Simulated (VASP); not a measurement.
A run of VASP 6.6.1 is set up as follows.

Contents of INCAR:

```
PREC     = Accurate       # precision mode
ENCUT    = 520            # plane-wave cutoff, eV
EDIFF    = 1E-7           # SCF threshold, eV
ISMEAR   = -1             # smearing method
SIGMA    = 0.05           # smearing width, eV
LREAL    = F              # projectors in reciprocal space
LASPH    = T              # aspherical terms in the spheres
NELM     = 100            # most SCF steps
ALGO     = Normal         # electronic algorithm
ISIF     = 2              # what is computed and relaxed
LWAVE    = F              # write WAVECAR
LCHARG   = F              # write CHGCAR
GGA      = PS             # functional
IVDW     = 13             # dispersion correction
NBANDS   = 15             # bands
```

File KPOINTS:

```
Automatic mesh
0
Gamma
  7 7 7
```

Contents of POSCAR:

```
KBr
1.0
    0.0000000000      3.2470469922      3.2470469922
    3.2470469922      0.0000000000      3.2470469922
    3.2470469922      3.2470469922      0.0000000000
Br K
1 1
Direct
    0.5000000000      0.5000000000      0.5000000000
    0.0000000000      0.0000000000      0.0000000000
```

Potentials or basis: VASP PAW PBE potentials, release 64 (Br, K_sv).

Launch:

```console
$ cat potpaw_PBE.64/Br/POTCAR potpaw_PBE.64/K_sv/POTCAR > POTCAR
$ mpirun -np 1 vasp_std > vasp.out
```

Task: Predict the pressure.

Result: 0.1 GPa.

Task: Estimate the band gap on the k mesh.

Result: 4.40 eV.

Task: Estimate the dispersion energy per atom.

Result: -0.079 eV.

Caveat: the PAW data sets were made with another functional, which shifts forces and pressure a little.
